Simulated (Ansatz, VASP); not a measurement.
**Two plane-wave programs on AlN**

```xyz
4
Lattice="3.3319 0.0000 0.0000 -1.6659 2.8855 0.0000 0.0000 0.0000 4.4551" Properties=species:S:1:pos:R:3 pbc="T T T"
Al    0.0000    1.9237    3.3413
Al    1.6659    0.9618    1.1138
N     0.0000    1.9237    1.1138
N     1.6659    0.9618    3.3413
```

Alike in both runs: task single point; functional PBEsol; k mesh 9 × 9 × 6; occupations gaussian, width 0.05 eV; no spin polarisation.

```csv
,VASP,Ansatz
version,VASP 6.6.1,Ansatz 0.2.0
potentials or method,"VASP PAW PBE potentials, release 64 (Al, N), cutoff 520 eV","scalar-relativistic, plane waves, PAW"
valence electrons in the cell,16,16
```

VASP gave:

- gap on the k mesh at the Fermi level (eV): 2.48
- least direct gap on the mesh (eV): 2.48
- pressure (GPa): -14.2
- traceless stress, the component that is largest in VASP (GPa): -2.36

Problem. Estimate Ansatz's values.

Solution. gap on the k mesh at the Fermi level (eV): 2.47; least direct gap on the mesh (eV): 2.47; pressure (GPa): -14.2; traceless stress, the component that is largest in VASP (GPa): -2.32.

VASP's potentials were made for PBE, not for PBEsol, and Ansatz warns of the same on its side.
